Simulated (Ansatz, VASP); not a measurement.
# Two plane-wave programs on TiCo3

```
Ti Co
1.0
     3.52825    0.00000    0.00000
     0.00000    3.52825    0.00000
     0.00000    0.00000    3.52825
Ti Co
1 3
Direct
  0.00000 0.00000 0.00000
  0.00000 0.50000 0.50000
  0.50000 0.00000 0.50000
  0.50000 0.50000 0.00000
```

Alike in both runs: functional PBEsol; k mesh 12 × 12 × 12; occupations gaussian, width 0.1 eV; collinear spin.

Ansatz relaxed the structure, and its values are those at the end. VASP's run is a single point on that final structure, the one shown.

|  | VASP | Ansatz |
| --- | --- | --- |
| version | VASP 6.6.1 | Ansatz 0.2.0 |
| potentials or method | VASP PAW PBE potentials, release 64 (Ti_sv, Co), cutoff 520 eV | scalar-relativistic, plane waves, PAW |
| valence electrons in the cell | 39 | 63 |

VASP gave:

* gap on the k mesh at the Fermi level (eV): none
* pressure (GPa): -0.7
* net moment per atom (μB): 0.17
* size of the moment on the site where the two differ most (μB): 0.26

Problem. Which values does Ansatz return?

Solution. gap on the k mesh at the Fermi level (eV): none; pressure (GPa): 0.0; net moment per atom (μB): 0.17; size of the moment on the site where the two differ most (μB): 0.27.

VASP's potentials were made for PBE, not for PBEsol. Site moments also hang on the region over which each program counts them. A gap of «none» marks a metal or a gap that the smearing closes. VASP's potentials hold 39 valence electrons a cell and Ansatz's 63, so a difference there can come from the potentials and not from the codes.
